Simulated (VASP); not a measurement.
Set up this calculation in VASP 6.6.1, as the native input.

```
Task                   : single point
Functional             : LDA
Potentials or basis    : VASP PAW LDA potentials, release 64 (K_sv, Mg, H)
Cutoff                 : 520 eV
k mesh                 : 8 × 8 × 8
Occupations            : gaussian, width 0.05 eV
Spin                   : no spin polarisation
Dipole correction      : no
Further INCAR settings : ALGO = Normal; EDIFF = 1e-06; NBANDS = 15
```

The structure of KMgH3 lies in POSCAR:

```
KMgH3
1.0
    4.0250000000      0.0754687500      0.0000000000
    0.0754687500      4.0250000000      0.0000000000
    0.0000000000      0.0000000000      4.0250000000
K Mg H
1 1 3
Direct
    0.0000000000      0.0000000000      0.0000000000
    0.5000000000      0.5000000000      0.5000000000
    0.0000000000      0.5000000000      0.5000000000
    0.5000000000      0.0000000000      0.5000000000
    0.5000000000      0.5000000000      0.0000000000
```

This cell differs from its parent crystal: strain +0.0375 x Voigt [0, 0, 0, 0, 0, 1].

One way to write it, as run:

INCAR

```
ALGO = Normal
EDIFF = 1E-6
ENCUT = 520
GGA = CA
ISIF = 2
ISMEAR = 0
LASPH = T
LCHARG = T
LELF = T
LREAL = F
LVHAR = T
LWAVE = F
NBANDS = 15
NELM = 80
PREC = Accurate
SIGMA = 0.05
```

KPOINTS

```
k-points
0
Gamma
  8 8 8
```

Potentials or basis: VASP PAW LDA potentials, release 64 (K_sv, Mg, H).

The run is started by

```sh
$ cat potpaw_LDA.64/K_sv/POTCAR potpaw_LDA.64/Mg/POTCAR potpaw_LDA.64/H/POTCAR > POTCAR
$ mpirun -np 1 vasp_std > vasp.out
```

It gave:

- Pressure: -3.2 GPa
- Band gap on the k mesh: 2.04 eV (least direct gap 4.09 eV)

Caveat: the cell differs from its parent crystal (strain +0.0375 x Voigt [0, 0, 0, 0, 0, 1]); the cell stands under tension.

Wall time 89 s on 1 thread of AMD EPYC 7R43 64-Core Processor (Zen 3), on a shared host, peak memory 0.19 GiB.
